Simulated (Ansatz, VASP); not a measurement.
## InSb: VASP beside Ansatz

The input POSCAR:

```
InSb
1.0
    0.0000000000      3.2599290578      3.2599290578
    3.2599290578      0.0000000000      3.2599290578
    3.2599290578      3.2599290578      0.0000000000
In Sb
1 1
Direct
    0.0000000000      0.0000000000      0.0000000000
    0.2500000000      0.2500000000      0.2500000000
```

File INCAR.step1:

```
PREC = Accurate
ENCUT = 520
ISMEAR = 0
SIGMA = 0.1
LREAL = False
LASPH = True
NELM = 80
NBANDS = 16
GGA = PE
ALGO = Normal
EDIFF = 1E-4
LWAVE = True
LCHARG = False
```

File INCAR.step2:

```
PREC = Accurate
ENCUT = 520
EDIFF = 1E-7
ISMEAR = 0
SIGMA = 0.1
LREAL = False
LASPH = True
NELM = 80
ALGO = Normal
ISIF = 2
LWAVE = False
LCHARG = False
METAGGA = R2SCAN
LMIXTAU = True
NBANDS = 16
ISTART = 1
```

Contents of KPOINTS:

```
Automatic mesh
0
Gamma
  12 12 12
```

Input for Ansatz:

```yaml
crystal:
  lattice:
    - [0.0, 3.2599290578, 3.2599290578]
    - [3.2599290578, 0.0, 3.2599290578]
    - [3.2599290578, 3.2599290578, 0.0]
  atoms:
    - { symbol: In, position: [0.0, 0.0, 0.0] }
    - { symbol: Sb, position: [0.25, 0.25, 0.25] }
basis:
  ecutwfc: 500
kpoints:
  mp_grid: { grid: [12, 12, 12] }
  band_path:
    path:
      - [0.0, 0.0, 0.0]
      - [-0.5, -0.5, 0.0]
      - [-0.375, -0.375, 0.25]
      - [-0.375, 0.0, 0.375]
      - [0.0, 0.0, 0.5]
      - [-0.5, -0.25, 0.25]
    npoints: 1
hamiltonian:
  xc: r2scan
scf:
  occupations: { method: gaussian, width: 0.1 }
  n_extra_bands: 4
output:
  forces: true
  stress: true
  eigenvalues: true
  write_density: true
  write_potential: true
  elf: true
  volumetric_format: npy
```

Alike in both runs: task single point; functional r2SCAN; k mesh 12 × 12 × 12; occupations gaussian, width 0.1 eV; no spin polarisation.

|  | VASP | Ansatz |
| --- | --- | --- |
| version | VASP 6.6.1 | Ansatz 0.2.0 |
| potentials or method | VASP PAW PBE potentials, release 64 (In_d, Sb), cutoff 520 eV | scalar-relativistic, plane waves, PAW |
| valence electrons in the cell | 18 | 28 |

```tsv
	VASP	Ansatz	Ansatz less VASP
gap on the k mesh at the Fermi level (eV)	0.12	0.12	+0.001
least direct gap on the mesh (eV)	0.12	0.12	+0.001
pressure (GPa)	0.8	0.8	-0.01
```

VASP's potentials were made for PBE, not for r2SCAN. With one functional, cell and mesh, what is left measures potentials, basis and numerics. VASP's potentials hold 18 valence electrons a cell and Ansatz's 28, so a difference there can come from the potentials and not from the codes.

Spin-orbit coupling is off throughout.
